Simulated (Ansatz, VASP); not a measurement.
# One calculation of Sn2Pb, two programs

```
CELL_PARAMETERS angstrom
3.27420 0.00000 0.00000
-1.63710 2.83554 0.00000
0.00000 0.00000 9.68954
ATOMIC_POSITIONS crystal
Sn 0.00000 0.00000 0.34449
Sn 0.00000 0.00000 0.66845
Pb 0.00000 0.00000 0.00647
```

Alike in both runs: functional PBE; k mesh 6 × 6 × 3; occupations gaussian, width 0.2 eV; no spin polarisation.

Ansatz relaxed the structure, and its values are those at the end. VASP's run is a single point on that final structure, the one shown.

```csv
,VASP,Ansatz
version,VASP 6.6.1,Ansatz 0.2.0
potentials or method,"VASP PAW PBE potentials, release 64 (Sn_d, Pb_d), cutoff 520 eV","scalar-relativistic, plane waves, PAW"
valence electrons in the cell,42,42
```

```csv
,VASP,Ansatz,Ansatz less VASP
gap on the k mesh at the Fermi level (eV),none,none,-
pressure (GPa),0.1,0.2,+0.05
rms of the force components (eV/Å),0.016,0.016,-0.0002
```

A gap of «none» marks a metal or a gap that the smearing closes. With one functional, cell and mesh, what is left measures potentials, basis and numerics.

The k mesh is coarse, so the values compare programs but aren't converged. Neither program's run includes spin-orbit coupling.
